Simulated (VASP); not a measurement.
# CoSi2 (MoSi2 type) (I4/mmm) in VASP: a series of runs

CoSi2 (MoSi2 type) is run at these levels: PBE; tasks: single point.

All numbers are computed with VASP 6.6.1; they aren't measurements. Logs are shortened: lines on timing, memory, paths and dates and some standing lists are left out, and cuts for length are marked.

### Step 1. The cell of the first run

Symmetry: I4/mmm, No. 139, tetragonal system. The conventional cell has a = 3.202 Å, b = 3.202 Å, c = 7.041 Å, α = 90.00°, β = 90.00°, γ = 90.00°. Co (site symmetry 4/mmm) has 10 Si at 2.36 to 2.55 Å and 4 Co at 3.20 Å within 3.3 Å. Si (site symmetry 4mm) has 9 Si at 2.33 to 3.20 Å and 5 Co at 2.36 to 2.55 Å within 3.3 Å.

### Step 2. Single point, PBE

POSCAR reads:

```
CoSi2
1.0
   -1.6011524492      1.6011524492      3.5206903003
    1.6011524492     -1.6011524492      3.5206903003
    1.6011524492      1.6011524492     -3.5206903003
Co Si
1 2
Direct
    0.0000000000      0.0000000000      0.0000000000
    0.3345954708      0.3345954708      0.0000000000
   -0.3345954708     -0.3345954708      0.0000000000
```

INCAR.step1 reads:

```
SYSTEM = CoSi2
  ALGO = Normal
  EDIFF = 1E-6
  ENCUT = 520
  GGA = PE
  ISIF = 2
  ISMEAR = -1
  LASPH = .TRUE.
  LCHARG = .TRUE.
  LMAXMIX = 4
  LREAL = .FALSE.
  LWAVE = .FALSE.
  NBANDS = 16
  NELM = 80
  PREC = Accurate
  SIGMA = 0.05
```

KPOINTS.step1 reads:

```
k-points
0
G
  14 14 14
  0 0 0
```

INCAR.step2 reads:

```
SYSTEM = CoSi2
  ALGO = Normal
  EDIFF = 1E-6
  ENCUT = 520
  GGA = PE
  ICHARG = 11
  ISIF = 2
  ISMEAR = -5
  LASPH = .TRUE.
  LCHARG = .FALSE.
  LMAXMIX = 4
  LORBIT = 11
  LREAL = .FALSE.
  LWAVE = .FALSE.
  NBANDS = 16
  NEDOS = 2001
  NELM = 80
  PREC = Accurate
  SIGMA = 0.05
```

KPOINTS.step2 reads:

```
k-points
0
G
  21 21 21
  0 0 0
```

Potentials or basis: VASP PAW PBE potentials, release 64 (Co, Si).

Started as:

```
$ cat potpaw_PBE.64/Co/POTCAR potpaw_PBE.64/Si/POTCAR > POTCAR
$ cp INCAR.step1 INCAR
$ cp KPOINTS.step1 KPOINTS
$ mpirun -np 1 vasp_std > vasp.out
$ cp INCAR.step2 INCAR
$ cp KPOINTS.step2 KPOINTS
$ mpirun -np 1 vasp_std > vasp.out
```

OUTCAR:

```text
SYSTEM = CoSi2
   EDIFF = 1E-6
   ENCUT = 520
   GGA = PE
   ICHARG = 11
   ISIF = 2
   ISMEAR = -5
   LASPH = .TRUE.
   LORBIT = 11
   LREAL = .FALSE.
   NELM = 80
   PREC = Accurate

 ion  position               nearest neighbor table
   1  0.000  0.000  0.000-   2 2.36   3 2.36   3 2.55   2 2.55   3 2.55   3 2.55   3 2.55   2 2.55
                             2 2.55   2 2.55
   2  0.335  0.335  0.000-   3 2.33   1 2.36   1 2.55   1 2.55   1 2.55   1 2.55   3 2.56   3 2.56
                             3 2.56   3 2.56
   3  0.665  0.665  0.000-   2 2.33   1 2.36   1 2.55   1 2.55   1 2.55   1 2.55   2 2.56   2 2.56
                             2 2.56   2 2.56

  LATTYP: Found a body centered tetragonal cell.
 ALAT       =     3.2023048984
 C/A-ratio  =     2.1988476501

  Lattice vectors:

 A1 = (  -1.6011524492,   1.6011524492,   3.5206903003)
 A2 = (   1.6011524492,  -1.6011524492,   3.5206903003)
 A3 = (   1.6011524492,   1.6011524492,  -3.5206903003)

Analysis of symmetry for initial positions (statically):
=====================================================================
 Subroutine PRICEL returns:
 Original cell was already a primitive cell.

 Routine SETGRP: Setting up the symmetry group for a
 body centered tetragonal supercell.

 Subroutine GETGRP returns: Found 16 space group operations
 (whereof 16 operations were pure point group operations)
 out of a pool of 16 trial point group operations.

The static configuration has the point symmetry D_4h.

Analysis of symmetry for dynamics (positions and initial velocities):
=====================================================================
 Subroutine PRICEL returns:
 Original cell was already a primitive cell.

 Routine SETGRP: Setting up the symmetry group for a
 body centered tetragonal supercell.

 Subroutine GETGRP returns: Found 16 space group operations
 (whereof 16 operations were pure point group operations)
 out of a pool of 16 trial point group operations.

The dynamic configuration has the point symmetry D_4h.

 Subroutine INISYM returns: Found 16 space group operations
 (whereof 16 operations are pure point group operations),
 and found     1 'primitive' translations

----------------------------------------------------------------------------------------

                                     Primitive cell

  volume of cell :      36.1038

  direct lattice vectors                    reciprocal lattice vectors
    -1.601152449  1.601152449  3.520690300     0.000000000  0.312275074  0.142017604
[... 101 lines left out ...]
   NELECT =      17.0000    total number of electrons
   NUPDOWN=      -1.0000    fix difference up-down
   EMIN   =  10.00;   EMAX   =-10.00  energy-range for DOS
   EFERMI =   0.00;   METHOD = LEGACY
   ISMEAR =    -5;   SIGMA  =   0.05  broadening in eV -4-tet -1-fermi 0-gaus
   EFERMI_NEDOS =   21; number of points for ismear=-14 and -15
   IALGO  =     38    algorithm
   IMIX   =      4    mixing-type and parameters
     AMIX     =   0.40;   BMIX     =  1.00
     AMIX_MAG =   1.60;   BMIX_MAG =  1.00
  volume/ion in A,a.u.               =      12.03        81.21
  Fermi-wavevector in a.u.,A,eV,Ry     =   1.273621  2.406794 22.070139  1.622109
  Thomas-Fermi vector in A             =   2.406434
   LORBIT       =     11    0 simple, 1 ext, 2 COOP (PROOUT), +10 PAW based schemes
   GGA     = PE    functional components
   LHFCALC =     F    Hartree Fock is set to
   AEXX    =    0.0000 exact exchange contribution
   IVDW    =     0    specifies the selected vdW correction
   LEPSILON=     F    determine dielectric tensor
   LRPA    =     F    only Hartree local field effects (RPA)
 non-spin polarized calculation
 Fermi weights with tetrahedron method with Bloechl corrections
  energy-cutoff  :      520.00
  volume of cell :       36.10
 maximum number of plane-waves:       989

 number of electron      16.9999999 magnetization

 Free energy of the ion-electron system (eV)
  ---------------------------------------------------
  ext. energy  EPLUGINS =         0.00000000
  ---------------------------------------------------
  free energy    TOTEN  =       -18.23388661 eV

  energy without entropy =      -18.23388661  energy(sigma->0) =      -18.23388661

 E-fermi :  11.8295     XC(G=0): -12.2094

 val. band max:       11.8871843011   @ k =  -0.1905  -0.1905   0.1429
 cond. band min:      11.7575834365   @ k =  -0.3333   0.2381   0.0476
 fundamental gap:     -0.1296008647
 Fermi energy:        11.8294917499

 k-point     1 :       0.0000    0.0000    0.0000
  band No.  band energies     occupation
      1      -2.8023      2.00000
      2       6.0376      2.00000
      3       8.5485      2.00000
      4       8.5486      2.00000
      5       9.0888      2.00000
      6       9.3374      2.00000
[... 433 lines left out ...]
      3       6.5184      2.00000
      4       7.5646      2.00000
      5       8.8735      2.00000
      6       9.0667      2.00000
[... 8 lines left out ...]
     15      19.4089      0.00000
     16      21.5635      0.00000

 [... further k-points ...]

------------------------ aborting loop because EDIFF is reached ----------------------------------------

  FORCE on cell =-STRESS in cart. coord.  units (eV):
  Direction    XX          YY          ZZ          XY          YZ          ZX
  --------------------------------------------------------------------------------------
  -------------------------------------------------------------------------------------
  Total       -0.0056815     -0.0056815      0.0150575      0.0000000      0.0000000      0.0000000
  in kB       -0.2521271     -0.2521271      0.6682059      0.0000000      0.0000000      0.0000000
  external PRESSURE =       0.0546505 kB  Pullay stress =       0.0000000 kB

 VOLUME and BASIS-vectors are now :
 -----------------------------------------------------------------------------
  energy-cutoff  :      520.00
  volume of cell :       36.10
      direct lattice vectors                 reciprocal lattice vectors
    -1.601152449  1.601152449  3.520690300     0.000000000  0.312275074  0.142017604
     1.601152449 -1.601152449  3.520690300     0.312275074  0.000000000  0.142017604
     1.601152449  1.601152449 -3.520690300     0.312275074  0.312275074  0.000000000

 POSITION                                       TOTAL-FORCE (eV/Angst)
 -----------------------------------------------------------------------------------
      0.00000      0.00000      0.00000         0.000000      0.000000      0.000000
      0.00000      0.00000      2.35601         0.000000      0.000000      0.001371
      0.00000      0.00000      4.68537        -0.000000     -0.000000     -0.001371
 -----------------------------------------------------------------------------------
    total drift:                               -0.000000     -0.000000      0.000000

  FREE ENERGIE OF THE ION-ELECTRON SYSTEM (eV)
  ---------------------------------------------------
  free  energy   TOTEN  =       -18.2338866134 eV

  energy  without entropy=      -18.2338866134  energy(sigma->0) =      -18.23388661

 total charge

# of ion       s       p       d       tot
------------------------------------------
    1        0.416   0.530   7.517   8.463
    2        0.744   0.867   0.000   1.611
    3        0.744   0.867   0.000   1.611
--------------------------------------------------
tot          1.903   2.264   7.517  11.684
```

OUTCAR.step1:

```text
SYSTEM = CoSi2
   EDIFF = 1E-6
   ENCUT = 520
   GGA = PE
   ISIF = 2
[... 685 lines left out ...]
      0.00000      0.00000      0.00000         0.000000      0.000000     -0.000000
      0.00000      0.00000      2.35601         0.000000      0.000000      0.003359
      0.00000      0.00000      4.68537        -0.000000     -0.000000     -0.003359
 -----------------------------------------------------------------------------------
    total drift:                                0.000000     -0.000000     -0.000000

  FREE ENERGIE OF THE ION-ELECTRON SYSTEM (eV)
  ---------------------------------------------------
  free  energy   TOTEN  =       -18.2374321866 eV

  energy  without entropy=      -18.2287657641  energy(sigma->0) =      -18.23309898
```

It took 4.2 min on 1 thread of AMD EPYC 9R45 (Zen 5), shared host; peak memory 0.47 GiB.

What came out:

```yaml
Valence_electrons_inside_the_program's_atomic_spheres: Co 8.46; Si 1.61
```

Levels at points of the mesh, in eV from the Fermi level:
| k point | band 6 | band 7 | band 8 | band 9 | band 10 | band 11 | band 12 | band 13 |
| --- | --- | --- | --- | --- | --- | --- | --- | --- |
| (0.00, 0.00, 0.00) | -2.49 | -1.75 | 0.48 | 2.11 | 2.11 | 2.14 | 2.28 | 2.28 |

Caveat: the run has no spin polarisation, though such a crystal can be magnetic; tetrahedron occupations give inexact forces and stress in metals. Spin polarisation is off, so any magnetic state and its effect on volume and gap are missing.

### Step 3. Single point, PBE (12.03 Å³/atom)

POSCAR is that of step 2.

INCAR.step1 reads:

```
ALGO     = Normal         # electronic algorithm
EDIFF    = 1E-6           # SCF threshold, eV
ENCUT    = 520            # plane-wave cutoff, eV
GGA      = PE             # functional
ISIF     = 2              # what is computed and relaxed
ISMEAR   = -1             # smearing method
LASPH    = T              # aspherical terms in the spheres
LCHARG   = T              # write CHGCAR
LMAXMIX  = 4              # l up to which the mixer works
LREAL    = F              # projectors in reciprocal space
LWAVE    = F              # write WAVECAR
NBANDS   = 16             # bands
NELM     = 60             # most SCF steps
PREC     = Accurate       # precision mode
SIGMA    = 0.05           # smearing width, eV
```

KPOINTS.step1 reads:

```
k-points
0
Gamma
  14 14 14
```

INCAR.step2 reads:

```
ALGO     = Normal         # electronic algorithm
EDIFF    = 1E-6           # SCF threshold, eV
ENCUT    = 520            # plane-wave cutoff, eV
GGA      = PE             # functional
ICHARG   = 11             # starting density
ISIF     = 2              # what is computed and relaxed
ISMEAR   = -5             # smearing method
LASPH    = T              # aspherical terms in the spheres
LCHARG   = F              # write CHGCAR
LMAXMIX  = 4              # l up to which the mixer works
LORBIT   = 11             # projections on sites
LREAL    = F              # projectors in reciprocal space
LWAVE    = F              # write WAVECAR
NEDOS    = 2001           # points of the DOS
NELM     = 60             # most SCF steps
PREC     = Accurate       # precision mode
SIGMA    = 0.05           # smearing width, eV
```

KPOINTS.step2 reads:

```
k-points
0
Gamma
  21 21 21
```

Potentials or basis: VASP PAW PBE potentials, release 64 (Co, Si).

Started as:

```
$ cat potpaw_PBE.64/Co/POTCAR potpaw_PBE.64/Si/POTCAR > POTCAR
$ cp INCAR.step1 INCAR
$ cp KPOINTS.step1 KPOINTS
$ mpirun -np 1 vasp_std > vasp.out
$ cp INCAR.step2 INCAR
$ cp KPOINTS.step2 KPOINTS
$ mpirun -np 1 vasp_std > vasp.out
```

Run time: 3.7 min. Hardware: 1 thread of AMD EPYC 9R45 (Zen 5), shared host; peak memory 0.42 GiB.

The run converged. Its results:

```
Valence electrons inside the program's atomic spheres : Co 8.46; Si 1.61
```

Levels at points of the mesh, in eV from the Fermi level:
| k point | band 6 | band 7 | band 8 | band 9 | band 10 | band 11 | band 12 |
| --- | --- | --- | --- | --- | --- | --- | --- |
| (0.00, 0.00, 0.00) | -2.49 | -1.75 | 0.48 | 2.11 | 2.11 | 2.14 | 2.28 |

Caveat: the run has no spin polarisation, though such a crystal can be magnetic; tetrahedron occupations give inexact forces and stress in metals. Spin polarisation is off, so any magnetic state and its effect on volume and gap are missing.
